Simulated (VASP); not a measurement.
TiS2: single point with PBE

TiS2:

```
Ti S
1.0
     3.41200    0.00000    0.00000
    -1.70600    2.95488    0.00000
     0.00000    0.00000    5.69500
Ti S
1 2
Cartesian
  0.0000 0.0000 0.0000
  0.0000 1.9699 1.4238
  1.7060 0.9850 4.2713
```

| Property | Result |
| --- | --- |
| Program | VASP 6.6.1 |
| Task | single point |
| Functional | PBE |
| Potentials or basis | VASP PAW PBE potentials, release 64 (Ti_sv, S) |
| Cutoff | 500 eV |
| k mesh | 5 × 5 × 3 |
| Occupations | fermi-dirac, width 0.05 eV |
| Spin | no spin polarisation |
| Dipole correction | no |
| Further INCAR settings | ALGO = Normal; EDIFF = 1e-06; NBANDS = 19 |

The pressure is 0.5 GPa and the largest force is 0.106 eV/Å. The band gap on the k mesh is zero (bands 12 and 13 overlap by 0.04 eV).

Forces in eV/Å, atoms in the order of the input:
```
Ti   0.000  0.000  0.000
S    0.000  0.000 -0.106
S    0.000  0.000  0.106
```

Stress tensor (GPa, compression positive):
```
0.20 0.00 0.00
0.00 0.20 0.00
0.00 0.00 1.12
```

Levels at points of the mesh, in eV from the Fermi level:
```csv
k point,band 8,band 9,band 10,band 11,band 12,band 13,band 14,band 15,band 16,band 17
"(0.00, 0.00, 0.00)",-2.78,-2.78,-0.04,0.06,0.06,0.48,0.48,0.88,3.42,3.42
```

Wall time 38 s on 1 thread of AMD EPYC 7R13, on a shared host, peak memory 0.18 GiB.

Caveat: the k points lie up to 0.43 Å⁻¹ apart.
